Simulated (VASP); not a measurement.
Input of a VASP 6.6.1 run:

File INCAR:

```
  ALGO = Normal
  EDIFF = 1E-6
  ENCUT = 520
  GGA = PE
  ISIF = 2
  ISMEAR = -1
  LASPH = True
  LCHARG = True
  LELF = True
  LREAL = False
  LVHAR = True
  LWAVE = False
  NBANDS = 15
  NELM = 60
  PREC = Accurate
  SIGMA = 0.02
```

The input KPOINTS:

```
k-points
0
Gamma
  8 8 8
```

The input POSCAR:

```
CaO
1.0
    2.9943697263      0.0000000000      0.0000000000
    0.0000000000      2.9032089648      0.0000000000
    0.0000000000      0.0000000000      2.9032089648
Ca O
1 1
Direct
    0.0000000000      0.0000000000      0.0000000000
    0.5000000000      0.5000000000      0.5000000000
```

Potentials or basis: VASP PAW PBE potentials, release 64 (Ca_sv, O).

Launch:

```bash
$ cat potpaw_PBE.64/Ca_sv/POTCAR potpaw_PBE.64/O/POTCAR > POTCAR
$ mpirun -np 1 vasp_std > vasp.out
```

Predict the band gap on the k mesh.

2.67 eV (least direct gap 2.96 eV).

What does it give for the pressure?

0.7 GPa.

Stress tensor (GPa, compression positive):
```
-7.11  0.00  0.00
 0.00  4.60  0.00
 0.00  0.00  4.60
```

Caveat: the cell differs from its parent crystal (uniaxial x strain +3.1%). A k mesh can miss the band edges.
